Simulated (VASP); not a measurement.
ZrTa3Nb, 5 atoms in the cell. The structure is cubic, space group Pm-3m (No. 221). The conventional cell has a = 4.835 Å, b = 4.835 Å, c = 4.835 Å, α = 90.00°, β = 90.00°, γ = 90.00°. Within 3.2 Å of Zr (site symmetry m-3m) lie 6 Ta at 2.42 Å. Ta (site symmetry 4/mmm) has 2 Zr at 2.42 Å within 3.2 Å. Nb (site symmetry m-3m) has 12 Ta at 3.42 Å and 8 Zr at 4.19 Å within 4.5 Å. 

```yaml
Program: VASP 6.6.1
Task: single point
Functional: PBE
Potentials_or_basis: VASP PAW PBE potentials, release 64 (Zr_sv, Ta_pv, Nb_sv)
Cutoff: 520 eV
k_mesh: 4 × 4 × 4
Occupations: gaussian, width 0.1 eV
Spin: no spin polarisation
Dipole_correction: no
Further_INCAR_settings: ALGO = Fast; EDIFF = 1e-07; NBANDS = 37
```

Potentials or basis: VASP PAW PBE potentials, release 64 (Zr_sv, Ta_pv, Nb_sv).

Run with:

```bash
$ cat potpaw_PBE.64/Zr_sv/POTCAR potpaw_PBE.64/Ta_pv/POTCAR potpaw_PBE.64/Nb_sv/POTCAR > POTCAR
$ mpirun -np 1 vasp_std > vasp.out
```

Hardware: 1 thread of Oxide Virtual Turin-like Processor (shared host).

**Question.** How long does it take, and how much memory?

**Answer.** It took 110 s on 1 thread of Oxide Virtual Turin-like Processor, with other jobs on the host, peak memory 0.19 GiB. Counts: scf iterations 46, k points 10.
